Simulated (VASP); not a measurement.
# Pt (R-3m) in VASP: notebook

Runs on Pt. Level: r2SCAN. Tasks: single point.

Everything below comes from runs of VASP 6.6.1. Logs are shortened: lines on timing, memory, paths and dates and some standing lists are left out, and cuts for length are marked.

**1. The cell of the first run**

It takes space group R-3m (No. 166, trigonal). Conventional cell: a = 5.313 Å, b = 5.313 Å, c = 1.952 Å, α = 90.00°, β = 90.00°, γ = 120.00°. Within 2.6 Å of Pt (site symmetry -3m) lie 2 Pt at 1.95 Å.

**2. Single point, r2SCAN**

Contents of POSCAR:

```
Pt
1.0
   -2.1287405708      1.6278604365      1.6278604365
    1.6278604365     -2.1287405708      1.6278604365
    1.6278604365      1.6278604365     -2.1287405708
Pt
1
Direct
    0.0000000000      0.0000000000      0.0000000000
```

Contents of INCAR.step1:

```
PREC = Accurate ; ENCUT = 520
ISMEAR = 0 ; SIGMA = 0.15
LREAL = F ; LASPH = T
NELM = 60 ; NBANDS = 11
GGA = PE ; ALGO = Normal
EDIFF = 1E-4 ; LWAVE = T
LCHARG = F
```

Contents of INCAR.step2:

```
PREC = Accurate ; ENCUT = 520
EDIFF = 1E-6 ; ISMEAR = 0
SIGMA = 0.15 ; LREAL = F
LASPH = T ; NELM = 60
ALGO = Normal ; ISIF = 2
LWAVE = F ; LCHARG = T
METAGGA = R2SCAN ; LMIXTAU = T
LELF = T ; LVHAR = T
NBANDS = 11 ; ISTART = 1
```

Contents of KPOINTS:

```
Automatic mesh
0
Gamma
  24 24 24
```

Potentials or basis: VASP PAW PBE potentials, release 64 (Pt).

Started as:

```bash
> cat potpaw_PBE.64/Pt/POTCAR > POTCAR
> cp INCAR.step1 INCAR
> mpirun -np 1 vasp_std > vasp.out
> cp INCAR.step2 INCAR
> mpirun -np 1 vasp_std > vasp.out
```

OUTCAR:

```text
PREC = Accurate
   ENCUT = 520
   EDIFF = 1E-6
   ISMEAR = 0
   LREAL = F
   LASPH = T
   NELM = 60
   ISIF = 2
   METAGGA = R2SCAN
   ISTART = 1

 ion  position               nearest neighbor table
   1  0.000  0.000  0.000-

  LATTYP: Found a trigonal (rhomboedric) cell.
 ALAT       =     3.1355056401
 COS(alpha) =    -0.4354066986

  Lattice vectors:

 A1 = (  -2.1287405708,   1.6278604365,   1.6278604365)
 A2 = (   1.6278604365,  -2.1287405708,   1.6278604365)
 A3 = (   1.6278604365,   1.6278604365,  -2.1287405708)

Analysis of symmetry for initial positions (statically):
=====================================================================
 Subroutine PRICEL returns:
 Original cell was already a primitive cell.

 Routine SETGRP: Setting up the symmetry group for a
 trigonal (rhombohedral) supercell.

 Subroutine GETGRP returns: Found 12 space group operations
 (whereof 12 operations were pure point group operations)
 out of a pool of 12 trial point group operations.

The static configuration has the point symmetry D_3d.

Analysis of symmetry for dynamics (positions and initial velocities):
=====================================================================
 Subroutine PRICEL returns:
 Original cell was already a primitive cell.

 Routine SETGRP: Setting up the symmetry group for a
 trigonal (rhombohedral) supercell.

 Subroutine GETGRP returns: Found 12 space group operations
 (whereof 12 operations were pure point group operations)
 out of a pool of 12 trial point group operations.

The dynamic configuration has the point symmetry D_3d.

 Subroutine INISYM returns: Found 12 space group operations
 (whereof 12 operations are pure point group operations),
 and found     1 'primitive' translations

----------------------------------------------------------------------------------------

                                     Primitive cell

  volume of cell :      15.9040

  direct lattice vectors                    reciprocal lattice vectors
    -2.128740571  1.627860437  1.627860437     0.118310261  0.384508347  0.384508347
     1.627860437 -2.128740571  1.627860437     0.384508347  0.118310261  0.384508347
     1.627860437  1.627860437 -2.128740571     0.384508347  0.384508347  0.118310261

  length of vectors
     3.135505640  3.135505640  3.135505640     0.556498568  0.556498568  0.556498568

  position of ions in fractional coordinates (direct lattice)
     0.000000000  0.000000000  0.000000000
[... 81 lines left out ...]
   NFREE  =      0    steps in history (QN), initial steepest desc. (CG)
   ISIF   =      2    stress and relaxation
   ISYM   =      2    0-nonsym 1-usesym 2-fastsym
   POTIM  = 0.5000    time-step for ionic-motion
   TEBEG  =    0.0;   TEEND  =   0.0 temperature during run
   PSTRESS=    0.0 pullay stress
   NELECT =      10.0000    total number of electrons
   NUPDOWN=      -1.0000    fix difference up-down
   EMIN   =  10.00;   EMAX   =-10.00  energy-range for DOS
   EFERMI =   0.00;   METHOD = LEGACY
   ISMEAR =     0;   SIGMA  =   0.15  broadening in eV -4-tet -1-fermi 0-gaus
   EFERMI_NEDOS =   21; number of points for ismear=-14 and -15
   IALGO  =     38    algorithm
   IMIX   =      4    mixing-type and parameters
     AMIX     =   0.40;   BMIX     =  1.00
     AMIX_MAG =   1.60;   BMIX_MAG =  1.00
  volume/ion in A,a.u.               =      15.90       107.33
  Fermi-wavevector in a.u.,A,eV,Ry     =   1.402510  2.650360 26.763132  1.967035
  Thomas-Fermi vector in A             =   2.525265
   LORBIT       =      0    0 simple, 1 ext, 2 COOP (PROOUT), +10 PAW based schemes
   METAGGA = R2SCAN    functional components
   LHFCALC =     F    Hartree Fock is set to
   AEXX    =    0.0000 exact exchange contribution
   IVDW    =     0    specifies the selected vdW correction
   LEPSILON=     F    determine dielectric tensor
   LRPA    =     F    only Hartree local field effects (RPA)
 non-spin polarized calculation
 Gauss-broadening in eV      SIGMA  =   0.15
  energy-cutoff  :      520.00
  volume of cell :       15.90
 maximum number of plane-waves:       441
   NGX = 11   NGY = 11   NGZ = 11

 number of electron       9.9999998 magnetization

 Free energy of the ion-electron system (eV)
  ---------------------------------------------------
  ext. energy  EPLUGINS =         0.00000000
  ---------------------------------------------------
  free energy    TOTEN  =       -46.66597215 eV

  energy without entropy =      -46.65930919  energy(sigma->0) =      -46.66264067

 E-fermi :  11.0832     XC(G=0): -13.8297

 val. band max:       11.0831453616   @ k =  -0.2917   0.3750   0.2083
 cond. band min:      11.0838330775   @ k =  -0.2083  -0.4583   0.1250
 fundamental gap:      0.0006877158
 Fermi energy:        11.0832348663

 k-point     1 :       0.0000    0.0000    0.0000
  band No.  band energies     occupation
      1      -1.9602      2.00000
      2       1.1549      2.00000
      3       5.5173      2.00000
      4       5.5173      2.00000
      5      13.0276      0.00000
      6      13.0276      0.00000
      7      23.0890      0.00000
      8      25.1578      0.00000
      9      25.1578      0.00000
     10      34.2540      0.00000
     11      34.2540      0.00000
[... 309 lines left out ...]
 k-point    24 :       0.4583    0.0417   -0.0000
  band No.  band energies     occupation
      1       0.7550      2.00000
      2       1.4642      2.00000
      3       8.4084      2.00000
      4       8.9186      2.00000
      5      10.8419      1.97714
      6      15.4567      0.00000
      7      24.0325      0.00000
      8      26.0964      0.00000
      9      27.9158      0.00000
     10      32.7524      0.00000
     11      33.4757      0.00000

 [... further k-points ...]

------------------------ aborting loop because EDIFF is reached ----------------------------------------

  FORCE on cell =-STRESS in cart. coord.  units (eV):
  Direction    XX          YY          ZZ          XY          YZ          ZX
  --------------------------------------------------------------------------------------
  -------------------------------------------------------------------------------------
  Total       12.4081547     12.4081547     12.4081547     12.1864075     12.1864075     12.1864075
  in kB     1250.0037503   1250.0037503   1250.0037503   1227.6648246   1227.6648246   1227.6648246
  external PRESSURE =    1250.0037503 kB  Pullay stress =       0.0000000 kB

 VOLUME and BASIS-vectors are now :
 -----------------------------------------------------------------------------
  energy-cutoff  :      520.00
  volume of cell :       15.90
      direct lattice vectors                 reciprocal lattice vectors
    -2.128740571  1.627860437  1.627860437     0.118310261  0.384508347  0.384508347
     1.627860437 -2.128740571  1.627860437     0.384508347  0.118310261  0.384508347
     1.627860437  1.627860437 -2.128740571     0.384508347  0.384508347  0.118310261

 POSITION                                       TOTAL-FORCE (eV/Angst)
 -----------------------------------------------------------------------------------
      0.00000      0.00000      0.00000        -0.000000     -0.000000     -0.000000
 -----------------------------------------------------------------------------------
    total drift:                                0.000000     -0.000000     -0.000000

  FREE ENERGIE OF THE ION-ELECTRON SYSTEM (eV)
  ---------------------------------------------------
  free  energy   TOTEN  =       -46.6659721496 eV

  energy  without entropy=      -46.6593091894  energy(sigma->0) =      -46.66264067
```

It took 14 min on 1 thread of Intel Xeon 8259CL, shared host; peak memory 0.35 GiB.

What came out:

| Item | Value |
| --- | --- |
| Free energy | -46.6660 eV |
| Pressure | 125.0 GPa |
| Band gap on the k mesh | zero (bands 5 and 6 overlap by 6.25 eV) |

Stress tensor (GPa, compression positive):
```
125.00 122.77 122.77
122.77 125.00 122.77
122.77 122.77 125.00
```

Caveat: the cell stands under pressure; the PAW data sets were made with another functional, which shifts forces and pressure a little; spin-orbit coupling is left out, which moves the levels of the heavy elements.

**3. Single point, r2SCAN**

This run uses another cell than the first one, of the same volume but with other edges.

Contents of POSCAR:

```
Pt
1.0
   -1.7560295328      1.5887886249      1.5887886249
    1.5887886249     -1.7560295328      1.5887886249
    1.5887886249      1.5887886249     -1.7560295328
Pt
1
Direct
    0.0000000000      0.0000000000      0.0000000000
```

Contents of INCAR.step1:

```
ALGO     = Normal         # electronic algorithm
EDIFF    = 1E-4           # SCF threshold, eV
ENCUT    = 520            # plane-wave cutoff, eV
GGA      = PE             # functional
ISMEAR   = 0              # smearing method
LASPH    = True           # aspherical terms in the spheres
LCHARG   = False          # write CHGCAR
LREAL    = False          # projectors in reciprocal space
LWAVE    = True           # write WAVECAR
NBANDS   = 11             # bands
NELM     = 80             # most SCF steps
PREC     = Accurate       # precision mode
SIGMA    = 0.15           # smearing width, eV
```

Contents of INCAR.step2:

```
ALGO     = Normal         # electronic algorithm
EDIFF    = 1E-6           # SCF threshold, eV
ENCUT    = 520            # plane-wave cutoff, eV
ISIF     = 2              # what is computed and relaxed
ISMEAR   = 0              # smearing method
ISTART   = 1            
LASPH    = True           # aspherical terms in the spheres
LCHARG   = False          # write CHGCAR
LMIXTAU  = True         
LREAL    = False          # projectors in reciprocal space
LWAVE    = False          # write WAVECAR
METAGGA  = R2SCAN         # meta-GGA
NBANDS   = 11             # bands
NELM     = 80             # most SCF steps
PREC     = Accurate       # precision mode
SIGMA    = 0.15           # smearing width, eV
```

Contents of KPOINTS:

```
k-points
0
Gamma
  24 24 24
```

Potentials or basis: VASP PAW PBE potentials, release 64 (Pt).

Started as:

```bash
> cat potpaw_PBE.64/Pt/POTCAR > POTCAR
> cp INCAR.step1 INCAR
> mpirun -np 1 vasp_std > vasp.out
> cp INCAR.step2 INCAR
> mpirun -np 1 vasp_std > vasp.out
```

OUTCAR:

```text
EDIFF = 1E-6
   ENCUT = 520
   ISIF = 2
   ISMEAR = 0
   ISTART = 1
   LASPH = True
   LREAL = False
   METAGGA = R2SCAN
   NELM = 80
   PREC = Accurate

 ion  position               nearest neighbor table
   1  0.000  0.000  0.000-

  LATTYP: Found a trigonal (rhomboedric) cell.
 ALAT       =     2.8516904301
 COS(alpha) =    -0.3757523646

  Lattice vectors:

 A1 = (  -1.7560295328,   1.5887886249,   1.5887886249)
 A2 = (   1.5887886249,  -1.7560295328,   1.5887886249)
 A3 = (   1.5887886249,   1.5887886249,  -1.7560295328)
[... 516 lines left out ...]

 [... further k-points ...]

------------------------ aborting loop because EDIFF is reached ----------------------------------------

  FORCE on cell =-STRESS in cart. coord.  units (eV):
  Direction    XX          YY          ZZ          XY          YZ          ZX
  --------------------------------------------------------------------------------------
  -------------------------------------------------------------------------------------
  Total        0.5949834      0.5949834      0.5949834      2.2232220      2.2232220      2.2232220
  in kB       59.9389292     59.9389292     59.9389292    223.9684992    223.9684992    223.9684992
  external PRESSURE =      59.9389292 kB  Pullay stress =       0.0000000 kB

 VOLUME and BASIS-vectors are now :
 -----------------------------------------------------------------------------
  energy-cutoff  :      520.00
  volume of cell :       15.90
      direct lattice vectors                 reciprocal lattice vectors
    -1.756029533  1.588788625  1.588788625     0.035172931  0.334142846  0.334142846
     1.588788625 -1.756029533  1.588788625     0.334142846  0.035172931  0.334142846
     1.588788625  1.588788625 -1.756029533     0.334142846  0.334142846  0.035172931

 POSITION                                       TOTAL-FORCE (eV/Angst)
 -----------------------------------------------------------------------------------
      0.00000      0.00000      0.00000        -0.000000      0.000000     -0.000000
 -----------------------------------------------------------------------------------
    total drift:                               -0.000000      0.000000     -0.000000

  FREE ENERGIE OF THE ION-ELECTRON SYSTEM (eV)
  ---------------------------------------------------
  free  energy   TOTEN  =       -51.0722332767 eV

  energy  without entropy=      -51.0577437224  energy(sigma->0) =      -51.06498850
```

OUTCAR.step1:

```text
EDIFF = 1E-4
   ENCUT = 520
   GGA = PE
   ISMEAR = 0
   LASPH = True
   LREAL = False
[... 552 lines left out ...]

 POSITION                                       TOTAL-FORCE (eV/Angst)
 -----------------------------------------------------------------------------------
      0.00000      0.00000      0.00000         0.000000      0.000000      0.000000
 -----------------------------------------------------------------------------------
    total drift:                                0.000000      0.000000     -0.000000

  FREE ENERGIE OF THE ION-ELECTRON SYSTEM (eV)
  ---------------------------------------------------
  free  energy   TOTEN  =        -5.6721036934 eV

  energy  without entropy=       -5.6562428963  energy(sigma->0) =       -5.66417329
```

Wall time 13 min (1 thread of Intel Xeon 8259CL, shared host); peak memory 0.35 GiB.

What came out:

```
Free energy            : -51.0722 eV
Pressure               : 6.0 GPa
Band gap on the k mesh : zero (bands 5 and 6 overlap by 3.58 eV)
```

Caveat: the cell stands under pressure; the PAW data sets were made with another functional, which shifts forces and pressure a little; spin-orbit coupling is left out, which moves the levels of the heavy elements.

**4. Single point, r2SCAN**

This run uses another cell than the first one, of the same volume but with other edges.

Contents of POSCAR:

```
Pt
1.0
   -1.3914208912      1.5901953042      1.5901953042
    1.5901953042     -1.3914208912      1.5901953042
    1.5901953042      1.5901953042     -1.3914208912
Pt
1
Direct
    0.0000000000      0.0000000000      0.0000000000
```

Contents of INCAR.step1:

```
PREC = Accurate ; ENCUT = 520
ISMEAR = 0 ; SIGMA = 0.15
LREAL = F ; LASPH = T
NELM = 100 ; NBANDS = 11
GGA = PE ; ALGO = Normal
EDIFF = 1E-4 ; LWAVE = T
LCHARG = F
```

Contents of INCAR.step2:

```
PREC = Accurate ; ENCUT = 520
EDIFF = 1E-6 ; ISMEAR = 0
SIGMA = 0.15 ; LREAL = F
LASPH = T ; NELM = 100
ALGO = Normal ; ISIF = 2
LWAVE = F ; LCHARG = F
METAGGA = R2SCAN ; LMIXTAU = T
NBANDS = 11 ; ISTART = 1
```

Contents of KPOINTS:

```
Automatic mesh
0
Gamma
  24 24 24
```

Started as:

```bash
> cat potpaw_PBE.64/Pt/POTCAR > POTCAR
> cp INCAR.step1 INCAR
> mpirun -np 1 vasp_std > vasp.out
> cp INCAR.step2 INCAR
> mpirun -np 1 vasp_std > vasp.out
```

Run time: 13 min. Hardware: 1 thread of Intel Xeon 8259CL, shared host; peak memory 0.33 GiB.

The run converged. Its results:

```yaml
Free_energy: -51.2282 eV
Pressure: 3.1 GPa
Band_gap_on_the_k_mesh: zero (bands 5 and 6 overlap by 2.65 eV)
```

Stress tensor (GPa, compression positive):
```
 3.11 -6.67 -6.67
-6.67  3.11 -6.67
-6.67 -6.67  3.11
```

Levels at points of the mesh, in eV from the Fermi level:
| k point | band 3 | band 4 | band 5 | band 6 | band 7 | band 8 |
| --- | --- | --- | --- | --- | --- | --- |
| (0.00, 0.00, 0.00) | -4.54 | -1.82 | -0.56 | -0.56 | 17.05 | 17.05 |
| (0.50, 0.00, 0.00) | -0.66 | -0.41 | -0.01 | 0.37 | 5.92 | 15.20 |
| (0.50, 0.50, 0.00) | -1.15 | -1.08 | 1.59 | 1.80 | 8.28 | 11.58 |
| (0.50, 0.50, 0.50) | -1.16 | 1.55 | 1.55 | 8.50 | 8.50 | 8.55 |

Caveat: the cell stands under pressure; the PAW data sets were made with another functional, which shifts forces and pressure a little; spin-orbit coupling is left out, which moves the levels of the heavy elements.

**5. Summary**

```tsv
cell	gap on the mesh (eV)	pressure (GPa)
a = 3.136 Å, angles 115.8°, 1 atom	none	125.0
a = 2.852 Å, angles 112.1°, 1 atom	none	6.0
a = 2.645 Å, angles 105.7°, 1 atom	none	3.1
```

Alike in all rows: task single point; level r2SCAN; potentials or basis VASP PAW PBE potentials, release 64 (Pt); no spin polarisation; k mesh 24 × 24 × 24; cutoff (eV) 520; smearing gaussian 0.15 eV.

Caveats: the cell stands under pressure; the PAW data sets were made with another functional, which shifts forces and pressure a little; spin-orbit coupling is left out, which moves the levels of the heavy elements.

Total energies depend on the potentials used, so only differences within one code and one set of settings carry meaning.
